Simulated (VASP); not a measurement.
Crystal: Pd.

```xyz
2
Lattice="0.0000 2.6784 2.6784 2.6784 0.0000 2.6784 2.6784 2.6784 0.0000" Properties=species:S:1:pos:R:3 pbc="T T T"
Pd   -0.6696   -0.6696   -0.6696
Pd    0.6696    0.6696    0.6696
```

* Program: VASP 6.6.1
* Task: relaxation of cell and atoms
* Functional: PBE
* Potentials or basis: VASP PAW PBE potentials, release 64 (Pd)
* Cutoff: 600 eV
* k mesh: 12 × 12 × 12
* Occupations: fermi-dirac, width 0.08 eV
* Spin: no spin polarisation

At the start: pressure 29.6 GPa; volume 19.21 Å³/atom.

How do energy, volume and symmetry change on relaxing?

Over 19 steps the energy falls by 375.8 meV/atom and the volume is 24.42 Å³/atom (+27.1 %); space group Fd-3m (No. 227, to 0.05 Å).

The path:
| step | energy change (eV) | largest force (eV/Å) | pressure (GPa) | volume (Å³) |
| --- | --- | --- | --- | --- |
| 1 | 0.0000 | 0.0000 | 29.64 | 38.43 |
| 2 | -0.3270 | 0.0000 | -8.21 | 61.78 |
| 3 | -0.7512 | 0.0000 | -0.35 | 49.11 |
| 4 | -0.7515 | 0.0000 | -0.05 | 48.88 |
| 5 | -0.7514 | 0.0000 | 0.25 | 48.66 |
| 6 | -0.7514 | 0.0000 | 0.25 | 48.66 |
| 7 | -0.7514 | 0.0000 | 0.24 | 48.67 |
| 8 | -0.7514 | 0.0000 | 0.24 | 48.67 |
| 9 | -0.7514 | 0.0000 | 0.24 | 48.67 |
| 10 | -0.7514 | 0.0000 | 0.24 | 48.67 |
| 11 | -0.7514 | 0.0000 | 0.23 | 48.67 |
| 12 | -0.7514 | 0.0000 | 0.23 | 48.67 |
| 13 | -0.7514 | 0.0000 | 0.23 | 48.67 |
| 14 | -0.7514 | 0.0000 | 0.23 | 48.68 |
| 15 | -0.7514 | 0.0000 | 0.21 | 48.69 |
| 16 | -0.7515 | 0.0000 | 0.19 | 48.70 |
| 17 | -0.7515 | 0.0000 | 0.13 | 48.74 |
| 18 | -0.7515 | 0.0000 | 0.04 | 48.82 |
| 19 | -0.7515 | 0.0000 | -0.01 | 48.85 |

Final structure:
```
Pd
1.0
     0.00000    2.90135    2.90135
     2.90135    0.00000    2.90135
     2.90135    2.90135    0.00000
Pd
2
Direct
  0.87500 0.87500 0.87500
  0.12500 0.12500 0.12500
```

Caveat: the volume moved by over 15 % at a fixed basis, so the end points are rough.
